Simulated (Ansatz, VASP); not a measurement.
MoH3 in VASP and in Ansatz

```
H Mo
1.0
     1.49250   -3.11436    0.00000
     1.49250    3.11436    0.00000
     0.00000    0.00000    2.81794
H Mo
3 1
Direct
  0.31050 0.68950 0.00000
  0.68950 0.31050 0.00000
  0.50000 0.50000 0.50000
  0.00000 0.00000 0.00000
```

Alike in both runs: task single point; functional PBE; k mesh 6 × 6 × 6; occupations gaussian, width 0.1 eV; collinear spin.

|  | VASP | Ansatz |
| --- | --- | --- |
| version | VASP 6.6.1 | Ansatz 0.2.0 |
| potentials or method | VASP PAW PBE potentials, release 64 (H, Mo_sv), cutoff 520 eV | scalar-relativistic, plane waves, PAW |
| valence electrons in the cell | 17 | 17 |

|  | VASP | Ansatz | Ansatz less VASP |
| --- | --- | --- | --- |
| gap on the k mesh at the Fermi level (eV) | none | none | - |
| pressure (GPa) | -0.1 | -0.1 | -0.03 |
| traceless stress, the component that is largest in VASP (GPa) | 1.63 | 1.57 | -0.057 |
| rms of the force components (eV/Å) | 0.008 | 0.007 | -0.0018 |
| net moment per atom (μB) | 0.00 | 0.00 | 0.000 |

Atom by atom the forces differ by 0.002 eV/Å (rms over components). A gap of «none» marks a metal or a gap that the smearing closes. Ansatz's warnings: seeded moment not kept.

The k mesh is coarse, so the values compare programs but aren't converged.
